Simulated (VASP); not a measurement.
# CaSe (Cmmm) in VASP: notebook

The runs below take CaSe through single point, relaxation of cell and atoms, with PBE+D3(BJ).

All numbers are computed with VASP 6.6.1; they aren't measurements. Logs are shortened: lines on timing, memory, paths and dates and some standing lists are left out, and cuts for length are marked.

## 1. The cell of the first run

The structure is orthorhombic, space group Cmmm (No. 65). Conventional cell: a = 4.869 Å, b = 5.314 Å, c = 3.605 Å, α = 90.00°, β = 90.00°, γ = 90.00°. Within 4.0 Å of Ca (site symmetry mmm) lie 8 Se at 3.03 to 3.21 Å and 6 Ca at 3.60 Å. Within 4.0 Å of Se (site symmetry mmm) lie 8 Ca at 3.03 to 3.21 Å and 6 Se at 3.60 Å.

## 2. Single point, PBE+D3(BJ)

INCAR

```
  ALGO = Normal
  EDIFF = 1E-6
  ENCUT = 520
  GGA = PE
  ISIF = 2
  ISMEAR = 0
  IVDW = 12
  LASPH = True
  LCHARG = False
  LREAL = False
  LWAVE = False
  NBANDS = 15
  NELM = 60
  PREC = Accurate
  SIGMA = 0.1
```

KPOINTS

```
k-points
0
Gamma
  6 6 6
```

POSCAR

```
CaSe
1.0
    2.4346843926     -2.6569309441      0.0000000000
    2.4346843926      2.6569309441      0.0000000000
    0.0000000000      0.0000000000      3.6046553984
Ca Se
1 1
Direct
    0.0000000000      0.0000000000      0.0000000000
    0.5000000000      0.5000000000      0.5000000000
```

Potentials or basis: VASP PAW PBE potentials, release 64 (Ca_sv, Se).

Run with:

```sh
> cat potpaw_PBE.64/Ca_sv/POTCAR potpaw_PBE.64/Se/POTCAR > POTCAR
> mpirun -np 1 vasp_std > vasp.out
```

OUTCAR:

```text
EDIFF = 1E-6
   ENCUT = 520
   GGA = PE
   ISIF = 2
   ISMEAR = 0
   IVDW = 12
   LASPH = True
   LREAL = False
   NELM = 60
   PREC = Accurate
 IVDW          = 12

 ion  position               nearest neighbor table
   1  0.000  0.000  0.000-
   2  0.500  0.500  0.500-

  LATTYP: Found a base centered orthorhombic cell.
 ALAT       =     4.8693687852
 B/A-ratio  =     1.0912835159
 C/A-ratio  =     0.7402715952

  Lattice vectors:

 A1 = (   2.4346843926,  -2.6569309441,   0.0000000000)
 A2 = (   2.4346843926,   2.6569309441,   0.0000000000)
 A3 = (   0.0000000000,   0.0000000000,   3.6046553984)

Analysis of symmetry for initial positions (statically):
=====================================================================
 Subroutine PRICEL returns:
 Original cell was already a primitive cell.

 Routine SETGRP: Setting up the symmetry group for a
 base centered orthorhombic supercell.

 Subroutine GETGRP returns: Found  8 space group operations
 (whereof  8 operations were pure point group operations)
 out of a pool of  8 trial point group operations.

The static configuration has the point symmetry D_2h.

Analysis of symmetry for dynamics (positions and initial velocities):
=====================================================================
 Subroutine PRICEL returns:
 Original cell was already a primitive cell.

 Routine SETGRP: Setting up the symmetry group for a
 base centered orthorhombic supercell.

 Subroutine GETGRP returns: Found  8 space group operations
 (whereof  8 operations were pure point group operations)
 out of a pool of  8 trial point group operations.

The dynamic configuration has the point symmetry D_2h.

 Subroutine INISYM returns: Found  8 space group operations
 (whereof  8 operations are pure point group operations),
 and found     1 'primitive' translations

----------------------------------------------------------------------------------------

                                     Primitive cell

  volume of cell :      46.6355

  direct lattice vectors                    reciprocal lattice vectors
     2.434684393 -2.656930944  0.000000000     0.205365427 -0.188187051  0.000000000
     2.434684393  2.656930944  0.000000000     0.205365427  0.188187051  0.000000000
     0.000000000  0.000000000  3.604655398     0.000000000  0.000000000  0.277419029

  length of vectors
     3.603743905  3.603743905  3.604655398     0.278548604  0.278548604  0.277419029

  position of ions in fractional coordinates (direct lattice)
     0.000000000  0.000000000  0.000000000
     0.500000000  0.500000000  0.500000000

  ion indices of the primitive-cell ions
   primitive index   ion index
                 1           1
                 2           2

----------------------------------------------------------------------------------------

 KPOINTS: k-points

Automatic generation of k-mesh.
 Grid dimensions read from file:
 generate k-points for:    6    6    6

 Generating k-lattice:

  Cartesian coordinates                     Fractional coordinates (reciprocal lattice)
     0.034227571 -0.031364509  0.000000000     0.166666667  0.000000000  0.000000000
     0.034227571  0.031364509  0.000000000     0.000000000  0.166666667  0.000000000
     0.000000000  0.000000000  0.046236505     0.000000000  0.000000000  0.166666667

  Length of vectors
     0.046424767  0.046424767  0.046236505

  Shift w.r.t. Gamma in fractional coordinates (k-lattice)
     0.000000000  0.000000000  0.000000000

 Subroutine IBZKPT returns following result:
 ===========================================

 Found     52 irreducible k-points:

 Following reciprocal coordinates:
            Coordinates               Weight
  0.000000  0.000000  0.000000      1.000000
  0.166667  0.000000  0.000000      4.000000
  0.333333  0.000000  0.000000      4.000000
  0.500000  0.000000  0.000000      2.000000
  0.166667  0.166667  0.000000      2.000000
  0.333333  0.166667  0.000000      4.000000
[... 16 lines left out ...]
  0.333333  0.333333  0.166667      4.000000
  0.500000  0.333333  0.166667      8.000000
 [... further k-points ...]
   k-points           NKPTS =     52   k-points in BZ     NKDIM =     52   number of bands    NBANDS=     15
   number of dos      NEDOS =    301   number of ions     NIONS =      2
   total plane-waves  NPLWV =  21952
   dimension x,y,z NGX =    28 NGY =   28 NGZ =   28
   dimension x,y,z NGXF=    56 NGYF=   56 NGZF=   56
   ions per type =               1   1
   NGX,Y,Z   is equivalent  to a cutoff of  12.92, 12.92, 12.91 a.u.
   NGXF,Y,Z  is equivalent  to a cutoff of  25.83, 25.83, 25.83 a.u.
 SYSTEM =  unknown system
   PREC   = accura    normal or accurate (medium, high low for compatibility)
   ISTART =      0    job   : 0-new  1-cont  2-samecut
   ICHARG =      2    charge: 1-file 2-atom 10-const
   ISPIN  =      1    spin polarized calculation?
   LNONCOLLINEAR =      F non collinear calculations
   LSORBIT =      F    spin-orbit coupling
   LASPH  =      T    aspherical Exc in radial PAW
   ENCUT  =  520.0 eV  38.22 Ry    6.18 a.u.   6.70  6.70  6.70*2*pi/ulx,y,z
   NELM   =     60;   NELMIN=  2; NELMDL= -5     # of ELM steps
   EDIFF  = 0.1E-05   stopping-criterion for ELM
   LREAL  =      F    real-space projection
   EDIFFG = 0.1E-04   stopping-criterion for IOM
   NSW    =      0    number of steps for IOM
   IBRION =     -1    ionic relax: 0-MD 1-quasi-New 2-CG
   NFREE  =      0    steps in history (QN), initial steepest desc. (CG)
   ISIF   =      2    stress and relaxation
   ISYM   =      2    0-nonsym 1-usesym 2-fastsym
   POTIM  = 0.5000    time-step for ionic-motion
   TEBEG  =    0.0;   TEEND  =   0.0 temperature during run
   PSTRESS=    0.0 pullay stress
   NELECT =      16.0000    total number of electrons
   NUPDOWN=      -1.0000    fix difference up-down
   EMIN   =  10.00;   EMAX   =-10.00  energy-range for DOS
   EFERMI =   0.00;   METHOD = LEGACY
   ISMEAR =     0;   SIGMA  =   0.10  broadening in eV -4-tet -1-fermi 0-gaus
   EFERMI_NEDOS =   21; number of points for ismear=-14 and -15
   IALGO  =     38    algorithm
   IMIX   =      4    mixing-type and parameters
     AMIX     =   0.40;   BMIX     =  1.00
     AMIX_MAG =   1.60;   BMIX_MAG =  1.00
  volume/ion in A,a.u.               =      23.32       157.36
  Fermi-wavevector in a.u.,A,eV,Ry     =   1.146065  2.165749 17.870777  1.313465
  Thomas-Fermi vector in A             =   2.282751
   LORBIT       =      0    0 simple, 1 ext, 2 COOP (PROOUT), +10 PAW based schemes
   GGA     = PE    functional components
   LHFCALC =     F    Hartree Fock is set to
   AEXX    =    0.0000 exact exchange contribution
   IVDW    =    12    specifies the selected vdW correction
   LEPSILON=     F    determine dielectric tensor
   LRPA    =     F    only Hartree local field effects (RPA)
 non-spin polarized calculation
 Gauss-broadening in eV      SIGMA  =   0.10
  energy-cutoff  :      520.00
  volume of cell :       46.64
 maximum number of plane-waves:      1266
   NGX = 13   NGY = 13   NGZ = 13

 number of electron      16.0000005 magnetization

 Free energy of the ion-electron system (eV)
  ---------------------------------------------------
  ext. energy  EPLUGINS =         0.00000000
  ---------------------------------------------------
  free energy    TOTEN  =        -8.77730744 eV

  energy without entropy =       -8.77730744  energy(sigma->0) =       -8.77730744

 E-fermi :   4.8386     XC(G=0):  -9.7036

 val. band max:        4.4636994029   @ k =   0.5000   0.5000   0.0000
 cond. band min:       5.2125524363   @ k =   0.5000   0.0000   0.5000
 fundamental gap:      0.7488530334
 Fermi energy:         4.8385779741

 k-point     1 :       0.0000    0.0000    0.0000
  band No.  band energies     occupation
      1     -36.7490      2.00000
      2     -17.6986      2.00000
      3     -17.6866      2.00000
      4     -17.6849      2.00000
      5      -8.6952      2.00000
      6       3.4818      2.00000
      7       3.5809      2.00000
      8       3.7526      2.00000
      9       5.4984      0.00000
     10       5.5515      0.00000
     11       6.7100      0.00000
     12       8.7702      0.00000
     13       8.9466      0.00000
     14       9.0909      0.00000
     15      13.7580      0.00000

 k-point     2 :       0.1667    0.0000    0.0000
  band No.  band energies     occupation
      1     -36.7453      2.00000
      2     -17.7452      2.00000
      3     -17.6866      2.00000
      4     -17.6817      2.00000
      5      -8.5169      2.00000
      6       1.9833      2.00000
      7       3.5233      2.00000
      8       3.5470      2.00000
      9       5.7252      0.00000
     10       6.3548      0.00000
     11       8.0062      0.00000
     12       8.9539      0.00000
     13       9.1287      0.00000
     14       9.1459      0.00000
     15      13.0019      0.00000

 k-point     3 :       0.3333    0.0000    0.0000
  band No.  band energies     occupation
      1     -36.7381      2.00000
      2     -17.8475      2.00000
      3     -17.6785      2.00000
      4     -17.6718      2.00000
      5      -8.1186      2.00000
      6       0.1642      2.00000
      7       3.4018      2.00000
      8       3.4054      2.00000
      9       6.2394      0.00000
     10       7.7392      0.00000
     11       9.1128      0.00000
     12       9.2250      0.00000
     13       9.5854      0.00000
     14       9.8605      0.00000
     15      11.5743      0.00000
[... 343 lines left out ...]
 k-point    23 :       0.3333    0.3333    0.1667
  band No.  band energies     occupation
      1     -36.7242      2.00000
      2     -17.8232      2.00000
      3     -17.8002      2.00000
      4     -17.7021      2.00000
      5      -7.6579      2.00000
      6       0.8809      2.00000
      7       1.0883      2.00000
      8       2.7477      2.00000
      9       6.8634      0.00000
     10       7.6773      0.00000
     11       8.0317      0.00000
     12       9.1804      0.00000
     13       9.4083      0.00000
     14      11.0645      0.00000
     15      12.7422      0.00000

 k-point    24 :       0.5000    0.3333    0.1667
  band No.  band energies     occupation
      1     -36.7209      2.00000
      2     -17.8600      2.00000
      3     -17.7932      2.00000
      4     -17.6977      2.00000
      5      -7.5633      2.00000
      6       0.4693      2.00000
      7       1.3218      2.00000
      8       2.9365      2.00000
      9       6.2891      0.00000
     10       7.6002      0.00000
     11       7.7984      0.00000
     12       9.3516      0.00000
     13       9.7080      0.00000
     14      10.9404      0.00000
     15      12.1280      0.00000

 [... further k-points ...]

------------------------ aborting loop because EDIFF is reached ----------------------------------------

 Edisp (eV)   -0.78024

 E8    (eV) :    -0.3568

  FORCE on cell =-STRESS in cart. coord.  units (eV):
  Direction    XX          YY          ZZ          XY          YZ          ZX
  --------------------------------------------------------------------------------------
  -------------------------------------------------------------------------------------
  Total       0.08769     0.01162     0.04797     0.00000     0.00000     0.00000
  in kB       3.01259     0.39920     1.64813     0.00000     0.00000     0.00000
  external pressure =        1.69 kB  Pullay stress =        0.00 kB

 VOLUME and BASIS-vectors are now :
 -----------------------------------------------------------------------------
  energy-cutoff  :      520.00
  volume of cell :       46.64
      direct lattice vectors                 reciprocal lattice vectors
     2.434684393 -2.656930944  0.000000000     0.205365427 -0.188187051  0.000000000
     2.434684393  2.656930944  0.000000000     0.205365427  0.188187051  0.000000000
     0.000000000  0.000000000  3.604655398     0.000000000  0.000000000  0.277419029

 POSITION                                       TOTAL-FORCE (eV/Angst)
 -----------------------------------------------------------------------------------
      0.00000      0.00000      0.00000         0.000000     -0.000000      0.000000
      2.43468      0.00000      1.80233        -0.000000      0.000000      0.000000
 -----------------------------------------------------------------------------------
    total drift:                                0.000000      0.000000      0.000000

  FREE ENERGIE OF THE ION-ELECTRON SYSTEM (eV)
  ---------------------------------------------------
  free  energy   TOTEN  =        -9.5575521069 eV

  energy  without entropy=       -9.5575521059  energy(sigma->0) =       -9.55755211
```

Wall time 39 s (1 thread of Intel Xeon 8259CL, shared host); peak memory 0.19 GiB.

What came out:

| Property | Result |
| --- | --- |
| Free energy | -9.5576 eV |
| Pressure | 0.2 GPa |
| Band gap on the k mesh | 0.75 eV (least direct gap 0.75 eV) |
| Dispersion energy per atom | -0.390 eV |

Stress tensor (GPa, compression positive):
```
0.30 0.00 0.00
0.00 0.04 0.00
0.00 0.00 0.16
```

A k mesh can miss the band edges.

## 3. Single point, PBE+D3(BJ)

This run uses another cell than the first one, of 34.92 Å³/atom.

INCAR

```
SYSTEM = CaSe
  PREC = Accurate
  ENCUT = 520
  EDIFF = 1E-6
  ISMEAR = 0
  SIGMA = 0.1
  LREAL = .False.
  LASPH = .True.
  NELM = 60
  ALGO = Normal
  ISIF = 2
  LWAVE = .False.
  LCHARG = .False.
  GGA = PE
  IVDW = 12
  NBANDS = 15
```

KPOINTS

```
regular mesh
0
Gamma
  6 6 4
  0 0 0
```

POSCAR

```
CaSe
1.0
    2.1491672000     -3.7800000000      0.0000000000
    2.1491672000      3.7800000000      0.0000000000
    0.0000000000      0.0000000000      4.2983344000
Ca Se
1 1
Direct
    0.0000000000      0.0000000000      0.0000000000
    0.5000000000      0.5000000000      0.5000000000
```

Potentials or basis: VASP PAW PBE potentials, release 64 (Ca_sv, Se).

Run with:

```sh
> cat potpaw_PBE.64/Ca_sv/POTCAR potpaw_PBE.64/Se/POTCAR > POTCAR
> mpirun -np 1 vasp_std > vasp.out
```

Run time: 31 s. Hardware: 1 thread of Intel Xeon 8259CL, shared host; peak memory 0.21 GiB.

It converged, with:

* Free energy: -9.0091 eV
* Pressure: -6.1 GPa
* Band gap on the k mesh: 0.62 eV (least direct gap 0.74 eV)
* Dispersion energy per atom: -0.258 eV

Stress tensor (GPa, compression positive):
```
 -5.48   0.00   0.00
  0.00  -2.03   0.00
  0.00   0.00 -10.90
```

Levels at points of the mesh, in eV from the valence-band top:
| k point | band 6 | band 7 | band 8 | band 9 | band 10 | band 11 |
| --- | --- | --- | --- | --- | --- | --- |
| (0.00, 0.00, 0.00) | -1.01 | -0.53 | -0.12 | 0.62 | 2.14 | 3.05 |
| (0.50, 0.00, 0.00) | -3.01 | -1.45 | -1.08 | 3.10 | 3.17 | 3.95 |
| (0.50, 0.50, 0.00) | -2.39 | -0.94 | -0.68 | 1.97 | 3.23 | 3.32 |
| (0.00, 0.00, 0.50) | -3.37 | -1.17 | 0.00 | 2.31 | 3.33 | 3.98 |
| (0.50, 0.00, 0.50) | -2.21 | -2.15 | -0.42 | 1.55 | 2.75 | 4.01 |
| (0.50, 0.50, 0.50) | -2.73 | -2.08 | -1.51 | 2.21 | 4.24 | 4.33 |

Caveat: the cell stands under tension. A k mesh can miss the band edges.

(Continued in part 2 of 2.)
